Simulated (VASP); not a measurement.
# SnS2 (so) (P-3m1) in VASP: single point with PBEsol

Aim: the single point of SnS2 (so) with PBEsol.

Everything below comes from runs of VASP 6.6.1. Logs are shortened: lines on timing, memory, paths and dates and some standing lists are left out, and cuts for length are marked.

### Step 1. The cell of the first run

The structure is trigonal, space group P-3m1 (No. 164). The conventional cell has a = 3.651 Å, b = 3.651 Å, c = 6.074 Å, α = 90.00°, β = 90.00°, γ = 120.00°. Sn (site symmetry -3m) has 6 S at 2.57 Å within 3.4 Å. S (site symmetry 3m) has 3 Sn at 2.57 Å within 3.4 Å.

### Step 2. Single point, PBEsol, non-collinear spin, zero start, spin-orbit coupling

File INCAR:

```
SYSTEM = SnS2
ALGO     = Normal         ! electronic algorithm
EDIFF    = 1E-6           ! SCF threshold, eV
ENCUT    = 500            ! plane-wave cutoff, eV
GGA      = PS             ! functional
GGA_COMPAT= .FALSE.      
ISIF     = 2              ! what is computed and relaxed
ISMEAR   = 0              ! smearing method
LASPH    = .TRUE.         ! aspherical terms in the spheres
LCHARG   = .FALSE.        ! write CHGCAR
LNONCOLLINEAR= .TRUE.         ! non-collinear magnetism
LORBIT   = 11             ! projections on sites
LORBMOM  = .TRUE.       
LREAL    = .FALSE.        ! projectors in reciprocal space
LSORBIT  = .TRUE.         ! spin-orbit coupling
LWAVE    = .FALSE.        ! write WAVECAR
MAGMOM   = 0 0 0 0 0 0 0 0 0 ! initial moments
NBANDS   = 39             ! bands
NELM     = 200            ! most SCF steps
PREC     = Accurate       ! precision mode
SIGMA    = 0.02           ! smearing width, eV
```

File KPOINTS:

```
k-points
0
G
  9 9 6
  0 0 0
```

File POSCAR:

```
SnS2
1.0
    3.6509222555      0.0000000000      0.0000000000
   -1.8254611278      3.1617914205      0.0000000000
    0.0000000000      0.0000000000      6.0743884186
Sn S
1 2
Direct
    0.0000000000      0.0000000000      0.0000000000
    0.3333333333      0.6666666667      0.2426538513
    0.6666666667      0.3333333333      0.7573461487
```

Potentials or basis: VASP PAW PBE potentials, release 64 (Sn_d, S).

Started as:

```bash
> cat potpaw_PBE.64/Sn_d/POTCAR potpaw_PBE.64/S/POTCAR > POTCAR
> mpirun -np 1 vasp_ncl > vasp.out
```

OUTCAR:

```text
SYSTEM = SnS2
   EDIFF = 1E-6
   ENCUT = 500
   GGA = PS
   ISIF = 2
   ISMEAR = 0
   LASPH = .TRUE.
   LNONCOLLINEAR = .TRUE.
   LORBIT = 11
   LREAL = .FALSE.
   LSORBIT = .TRUE.
   NELM = 200
   PREC = Accurate

 ion  position               nearest neighbor table
   1  0.000  0.000  0.000-   2 2.57   3 2.57   3 2.57   2 2.57   3 2.57   2 2.57
   2  0.333  0.667  0.243-   1 2.57   1 2.57   1 2.57
   3  0.667  0.333  0.757-   1 2.57   1 2.57   1 2.57

  LATTYP: Found a hexagonal cell.
 ALAT       =     3.6509222555
 C/A-ratio  =     1.6637956093

  Lattice vectors:

 A1 = (   3.6509222555,   0.0000000000,   0.0000000000)
 A2 = (  -1.8254611278,   3.1617914205,   0.0000000000)
 A3 = (   0.0000000000,   0.0000000000,   6.0743884186)

Analysis of symmetry for initial positions (statically):
=====================================================================
 Subroutine PRICEL returns:
 Original cell was already a primitive cell.

 Routine SETGRP: Setting up the symmetry group for a
 hexagonal supercell.

 Subroutine GETGRP returns: Found 12 space group operations
 (whereof 12 operations were pure point group operations)
 out of a pool of 24 trial point group operations.

The static configuration has the point symmetry D_3d.

Analysis of symmetry for dynamics (positions and initial velocities):
=====================================================================
 Subroutine PRICEL returns:
 Original cell was already a primitive cell.

 Routine SETGRP: Setting up the symmetry group for a
 hexagonal supercell.

 Subroutine GETGRP returns: Found 12 space group operations
 (whereof 12 operations were pure point group operations)
 out of a pool of 24 trial point group operations.

The dynamic configuration has the point symmetry D_3d.

Analysis of structural, dynamic, and magnetic symmetry:
=====================================================================
 Subroutine PRICEL returns:
 Original cell was already a primitive cell.

 Routine SETGRP: Setting up the symmetry group for a
 hexagonal supercell.

 Subroutine GETGRP returns: Found 12 space group operations
 (whereof 12 operations were pure point group operations)
 out of a pool of 24 trial point group operations.

The overall configuration has the point symmetry D_3d.

 Subroutine INISYM returns: Found 12 space group operations
 (whereof 12 operations are pure point group operations),
 and found     1 'primitive' translations

----------------------------------------------------------------------------------------

                                     Primitive cell

  volume of cell :      70.1194

  direct lattice vectors                    reciprocal lattice vectors
     3.650922255  0.000000000  0.000000000     0.273903395  0.158138199  0.000000000
    -1.825461128  3.161791421  0.000000000     0.000000000  0.316276397  0.000000000
     0.000000000  0.000000000  6.074388419     0.000000000  0.000000000  0.164625627

  length of vectors
     3.650922255  3.650922256  6.074388419     0.316276397  0.316276397  0.164625627

  position of ions in fractional coordinates (direct lattice)
     0.000000000  0.000000000  0.000000000
     0.333333333  0.666666667  0.242653851
     0.666666667  0.333333333  0.757346149

  ion indices of the primitive-cell ions
   primitive index   ion index
                 1           1
                 2           2
                 3           3

----------------------------------------------------------------------------------------

 KPOINTS: k-points

Automatic generation of k-mesh.
 Grid dimensions read from file:
 generate k-points for:    9    9    6

 Generating k-lattice:

[... 98 lines left out ...]

 number of electron      26.0000010 magnetization       0.0000000      0.0000000     -0.0000000

 number of electron      26.0000010 magnetization      -0.0000000      0.0000000     -0.0000000

 number of electron      26.0000010 magnetization       0.0000000      0.0000000      0.0000000

 number of electron      26.0000010 magnetization      -0.0000000     -0.0000000     -0.0000000

 Free energy of the ion-electron system (eV)
  ---------------------------------------------------
  ext. energy  EPLUGINS =         0.00000000
  ---------------------------------------------------
  free energy    TOTEN  =       -14.31735388 eV

  energy without entropy =      -14.31735388  energy(sigma->0) =      -14.31735388

 E-fermi :   4.3035     XC(G=0):  -9.6189

 val. band max:        4.1405635244   @ k =   0.1111   0.0000   0.1667
 cond. band min:       5.5833076139   @ k =   0.0000   0.4444   0.3333
 fundamental gap:      1.4427440895
 Fermi energy:         4.3035482862

 k-point     1 :       0.0000    0.0000    0.0000
  band No.  band energies     occupation
      1     -17.1709      1.00000
      2     -17.1709      1.00000
      3     -17.1426      1.00000
      4     -17.1426      1.00000
      5     -16.1604      1.00000
      6     -16.1604      1.00000
[... 973 lines left out ...]
     37      12.2606      0.00000
     38      12.2606      0.00000

 [... further k-points ...]

 [bands above 38 left out]

------------------------ aborting loop because EDIFF is reached ----------------------------------------

  FORCE on cell =-STRESS in cart. coord.  units (eV):
  Direction    XX          YY          ZZ          XY          YZ          ZX
  --------------------------------------------------------------------------------------
  -------------------------------------------------------------------------------------
  Total       -0.0346257     -0.0346257     -0.0243473      0.0000000      0.0000000      0.0000000
  in kB       -0.7911728     -0.7911728     -0.5563185      0.0000000      0.0000000      0.0000000
  external PRESSURE =      -0.7128880 kB  Pullay stress =       0.0000000 kB

 VOLUME and BASIS-vectors are now :
 -----------------------------------------------------------------------------
  energy-cutoff  :      500.00
  volume of cell :       70.12
      direct lattice vectors                 reciprocal lattice vectors
     3.650922255  0.000000000  0.000000000     0.273903395  0.158138199  0.000000000
    -1.825461128  3.161791421  0.000000000     0.000000000  0.316276397  0.000000000
     0.000000000  0.000000000  6.074388419     0.000000000  0.000000000  0.164625627

 POSITION                                       TOTAL-FORCE (eV/Angst)
 -----------------------------------------------------------------------------------
      0.00000      0.00000      0.00000         0.000000      0.000000      0.000000
     -0.00000      2.10786      1.47397        -0.000000      0.000000     -0.001618
      1.82546      1.05393      4.60041         0.000000     -0.000000      0.001618
 -----------------------------------------------------------------------------------
    total drift:                               -0.000000     -0.000000      0.000000

  FREE ENERGIE OF THE ION-ELECTRON SYSTEM (eV)
  ---------------------------------------------------
  free  energy   TOTEN  =       -14.3173538840 eV

  energy  without entropy=      -14.3173538840  energy(sigma->0) =      -14.31735388

 orbital moment (x)

 # of ion     p       d       tot
 ----------------------------------------
  1         0.000  -0.000  -0.000
  2         0.000   0.000   0.000
  3         0.000   0.000   0.000
 ----------------------------------------
            0.000  -0.000   0.000

 orbital moment (y)

 # of ion     p       d       tot
 ----------------------------------------
  1         0.000  -0.000  -0.000
  2         0.000   0.000   0.000
  3        -0.000   0.000  -0.000
 ----------------------------------------
            0.000  -0.000   0.000

 orbital moment (z)

 # of ion     p       d       tot
 ----------------------------------------
  1         0.000   0.000   0.000
  2         0.000   0.000   0.000
  3         0.000   0.000   0.000
 ----------------------------------------
            0.000   0.000   0.000

 Spin-Orbit-Coupling matrix elements

 Ion:    1  E_soc:     -0.0873222
 l=   1
     0.0000000    -0.0085126    -0.0085502
    -0.0085126     0.0000000    -0.0085126
    -0.0085502    -0.0085126     0.0000000
 l=   2
     0.0000000    -0.0012002     0.0000000    -0.0012002    -0.0048499
    -0.0012002     0.0000000    -0.0036234    -0.0011883    -0.0012002
     0.0000000    -0.0036234     0.0000000    -0.0036234     0.0000000
    -0.0012002    -0.0011883    -0.0036234     0.0000000    -0.0012002
    -0.0048499    -0.0012002     0.0000000    -0.0012002     0.0000000
 l=   3
     0.0000000     0.0000000     0.0000000     0.0000000     0.0000000     0.0000000     0.0000000
     0.0000000     0.0000000     0.0000000     0.0000000     0.0000000     0.0000000     0.0000000
     0.0000000     0.0000000     0.0000000     0.0000000     0.0000000     0.0000000     0.0000000
     0.0000000     0.0000000     0.0000000     0.0000000     0.0000000     0.0000000     0.0000000
[... 29 lines left out ...]
 l=   2
     0.0000000     0.0000000     0.0000000     0.0000000     0.0000000
     0.0000000     0.0000000     0.0000000     0.0000000     0.0000000
     0.0000000     0.0000000     0.0000000     0.0000000     0.0000000
     0.0000000     0.0000000     0.0000000     0.0000000     0.0000000
     0.0000000     0.0000000     0.0000000     0.0000000     0.0000000
 l=   3
     0.0000000     0.0000000     0.0000000     0.0000000     0.0000000     0.0000000     0.0000000
     0.0000000     0.0000000     0.0000000     0.0000000     0.0000000     0.0000000     0.0000000
     0.0000000     0.0000000     0.0000000     0.0000000     0.0000000     0.0000000     0.0000000
     0.0000000     0.0000000     0.0000000     0.0000000     0.0000000     0.0000000     0.0000000
     0.0000000     0.0000000     0.0000000     0.0000000     0.0000000     0.0000000     0.0000000
     0.0000000     0.0000000     0.0000000     0.0000000     0.0000000     0.0000000     0.0000000
     0.0000000     0.0000000     0.0000000     0.0000000     0.0000000     0.0000000     0.0000000

 total charge

# of ion       s       p       d       tot
------------------------------------------
    1        1.020   1.058  10.149  12.227
    2        1.360   2.313   0.000   3.674
    3        1.360   2.313   0.000   3.674
--------------------------------------------------
tot          3.740   5.685  10.149  19.574

 magnetization (x)

# of ion       s       p       d       tot
------------------------------------------
    1       -0.000  -0.000   0.000  -0.000
    2       -0.000  -0.000   0.000  -0.000
    3       -0.000  -0.000   0.000  -0.000
--------------------------------------------------
tot         -0.000  -0.000   0.000  -0.000

 magnetization (y)

# of ion       s       p       d       tot
------------------------------------------
    1       -0.000   0.000   0.000  -0.000
    2        0.000   0.000   0.000   0.000
    3        0.000   0.000   0.000   0.000
--------------------------------------------------
tot         -0.000   0.000   0.000  -0.000

 magnetization (z)

# of ion       s       p       d       tot
------------------------------------------
    1        0.000   0.000   0.000   0.000
    2        0.000   0.000   0.000   0.000
    3        0.000   0.000   0.000   0.000
--------------------------------------------------
tot          0.000   0.000   0.000   0.000
```

Run time: 9.2 min. Hardware: 1 thread of AMD EPYC 7R13, shared host; peak memory 0.44 GiB.

What came out:

* Free energy: -14.3174 eV
* Pressure: -0.1 GPa
* Net moment: 0.00 μB per cell
* Valence electrons inside the program's atomic spheres: Sn 12.23; S 3.67

Moments on the atoms (μB; x, y, z):
```
Sn  0.00 0.00 0.00
S   0.00 0.00 0.00
S   0.00 0.00 0.00
```

Caveat: the PAW data sets were made with another functional, which shifts forces and pressure a little; this functional lacks dispersion, which binds the layers, so the pressure and a relaxed spacing across them are unreliable.
